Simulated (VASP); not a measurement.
A run of VASP 6.6.1 is set up as follows.

The input POSCAR:

```
C
1.0
    0.0000000000      1.8877125000      3.3480000000
    1.0898500000      0.0000000000      3.3480000000
    1.0898500000      1.8877125000      0.0000000000
C
2
Direct
    0.1666700000      0.8333300000      0.1666700000
    0.8333300000      0.1666700000      0.8333300000
```

Contents of INCAR.step1:

```
PREC     = Accurate       # precision mode
ENCUT    = 520            # plane-wave cutoff, eV
ISMEAR   = 0              # smearing method
SIGMA    = 0.05           # smearing width, eV
LREAL    = F              # projectors in reciprocal space
LASPH    = T              # aspherical terms in the spheres
NELM     = 60             # most SCF steps
NBANDS   = 11             # bands
GGA      = PE             # functional
ALGO     = Normal         # electronic algorithm
EDIFF    = 1E-4           # SCF threshold, eV
LWAVE    = T              # write WAVECAR
LCHARG   = F              # write CHGCAR
```

The input INCAR.step2:

```
PREC     = Accurate       # precision mode
ENCUT    = 520            # plane-wave cutoff, eV
EDIFF    = 1E-6           # SCF threshold, eV
ISMEAR   = 0              # smearing method
SIGMA    = 0.05           # smearing width, eV
LREAL    = F              # projectors in reciprocal space
LASPH    = T              # aspherical terms in the spheres
NELM     = 60             # most SCF steps
ALGO     = Normal         # electronic algorithm
ISIF     = 2              # what is computed and relaxed
LWAVE    = F              # write WAVECAR
LCHARG   = F              # write CHGCAR
METAGGA  = R2SCAN         # meta-GGA
LMIXTAU  = T            
NBANDS   = 11             # bands
ISTART   = 1
```

Contents of KPOINTS:

```
Automatic mesh
0
Gamma
  14 14 14
```

Potentials or basis: VASP PAW PBE potentials, release 64 (C).

Launch:

```sh
$ cat potpaw_PBE.64/C/POTCAR > POTCAR
$ cp INCAR.step1 INCAR
$ mpirun -np 1 vasp_std > vasp.out
$ cp INCAR.step2 INCAR
$ mpirun -np 1 vasp_std > vasp.out
```

Question: Predict the band gap on the k mesh.

Answer: 0.92 eV, indirect (least direct gap 1.08 eV).

Question: Predict the pressure.

Answer: 170.0 GPa.

Question: Predict the largest force.

Answer: 0.016 eV/Å.

Stress tensor (GPa, compression positive):
```
254.68   0.00   0.00
  0.00 254.68   0.00
  0.00   0.00   0.72
```

Caveat: the cell differs from its parent crystal (strain -0.1125 x Voigt [1, 1, 0, 0, 0, 0]); the PAW data sets were made with another functional, which shifts forces and pressure a little. A k mesh can miss the band edges.
